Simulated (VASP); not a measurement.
Wanted: the native input for a VASP 6.6.1 run.

- Task: relaxation of cell and atoms
- Functional: PBE
- Potentials or basis: VASP PAW PBE potentials, release 64 (Pb_d, O)
- Cutoff: 600 eV
- k mesh: 6 × 6 × 6
- Occupations: gaussian, width 0.1 eV
- Spin: no spin polarisation
- Dipole correction: no
- Further INCAR settings: ALGO = Normal; EDIFF = 1e-07; IBRION = 2; EDIFFG = -0.04; NSW = 90; ISIF = 3

The structure of PbO3 lies in POSCAR:

```
PbO3
1.0
   -1.8183020372      1.8183020372      4.0616616934
    1.8183020372     -1.8183020372      4.0616616934
    1.8183020372      1.8183020372     -4.0616616934
Pb O
1 3
Direct
    0.0000000000      0.0000000000      0.0000000000
    0.5000000000      0.5000000000      0.0000000000
    0.2500000000      0.7500000000      0.5000000000
    0.7500000000      0.2500000000      0.5000000000
```

One way to write it, as run:

INCAR

```
SYSTEM = PbO3
PREC = Accurate ; ENCUT = 600
EDIFF = 1E-7 ; ISMEAR = 0
SIGMA = 0.1 ; LREAL = .FALSE.
LASPH = .TRUE. ; NELM = 100
ALGO = Normal ; ISIF = 3
LWAVE = .FALSE. ; LCHARG = .FALSE.
GGA = PE ; IBRION = 2
NSW = 90 ; EDIFFG = -0.04
```

KPOINTS

```
Automatic mesh
0
G
  6 6 6
  0 0 0
```

Potentials or basis: VASP PAW PBE potentials, release 64 (Pb_d, O).

Command:

```sh
$ cat potpaw_PBE.64/Pb_d/POTCAR potpaw_PBE.64/O/POTCAR > POTCAR
$ mpirun -np 1 vasp_std > vasp.out
```

Results of the run:

```
Relaxed volume                        : 11.86 Å³/atom
Relaxed cell                          : a = 5.125 Å, b = 5.125 Å, c = 5.125 Å, α = 143.47°, β = 143.47°, γ = 52.63°
Space group after relaxing (to 0.1 Å) : I4/mmm (No. 139)
Energy gained by relaxing             : 169.3 meV/atom
Ionic steps                           : 11
Pressure after relaxing               : -0.2 GPa
Band gap on the k mesh                : zero (bands 16 and 17 overlap by 0.49 eV)
```

Caveat: semilocal functionals underestimate gaps, and a narrow one can read as zero; spin-orbit coupling is left out, which moves the levels of the heavy elements.

Wall time 9.1 min on 1 thread of Intel(R) Xeon(R) Platinum 8259CL CPU @ 2.50GHz (Skylake/Cascade Lake), on a shared host, peak memory 0.26 GiB.
